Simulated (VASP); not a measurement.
Crystal: BiSb2O2.

```
Sb Bi O
1.0
     4.74825    0.00000    0.00000
    -2.37413    4.11211    0.00000
     0.00000    0.00000    6.05650
Sb Bi O
2 1 2
Direct
  0.33333 0.66667 0.00000
  0.66667 0.33333 0.00000
  0.00000 0.00000 0.00000
  0.00000 0.00000 0.26180
  0.00000 0.00000 0.73820
```

```yaml
Program: VASP 6.6.1
Task: relaxation of cell and atoms
Functional: PBE
Potentials_or_basis: VASP PAW PBE potentials, release 64 (Sb, Bi_d, O)
Cutoff: 600 eV
k_mesh: 6 × 6 × 4
Occupations: gaussian, width 0.1 eV
Spin: no spin polarisation
```

At the start: pressure 63.9 GPa; volume 23.65 Å³/atom.

Q: How do energy, volume and symmetry change on relaxing?

A: Over 17 steps the energy falls by 2459.3 meV/atom and the volume is 31.64 Å³/atom (+33.8 %); space group P6/mmm (No. 191, to 0.05 Å).

The path:
```
step  energy change (eV)  largest force (eV/Å)  pressure (GPa)  volume (Å³)
   1              0.0000               22.1965           63.88       118.26
   2             -5.7471                1.0870           -9.33       357.66
   3             -8.7932                3.0940           -3.55       197.65
   4             -8.8081                2.8915           -3.26       195.01
   5             -9.1074                0.0226            5.08       153.62
   6            -11.1681                0.5114           -4.13       177.97
   7            -11.1861                0.5616           -4.38       179.80
   8            -11.5726                2.6046           -0.34       162.16
   9            -11.5737                2.4926           -0.52       162.77
  10            -12.0932                2.1450            1.98       151.88
  11            -12.1142                0.8824            3.14       149.59
  12            -12.1608                3.4734            2.15       155.39
  13            -12.2199                1.4433            2.28       152.84
  14            -12.2367                1.3249           -1.40       161.61
  15            -12.2942                0.2842            0.16       157.27
  16            -12.2942                0.2578            0.19       157.18
  17            -12.2966                0.0169            0.00       158.19
```

Final structure:
```cif
data_structure
_symmetry_space_group_name_H-M 'P 1'
_symmetry_Int_Tables_number 1
_cell_length_a 5.5889
_cell_length_b 5.5889
_cell_length_c 5.8480
_cell_angle_alpha 90.000
_cell_angle_beta 90.000
_cell_angle_gamma 120.000
_cell_volume 158.19
loop_
_atom_site_label
_atom_site_type_symbol
_atom_site_fract_x
_atom_site_fract_y
_atom_site_fract_z
_atom_site_occupancy
Sb1 Sb 0.33333 0.66667 0.00000 1
Sb2 Sb 0.66667 0.33333 0.00000 1
Bi1 Bi 0.00000 0.00000 0.00000 1
O1 O 0.00000 0.00000 0.38486 1
O2 O 0.00000 0.00000 0.61514 1
```

Caveat: the volume moved by over 15 % at a fixed basis, so the end points are rough; an odd number of electrons without spin polarisation forces a metal; a magnetic or distorted state may lie lower.
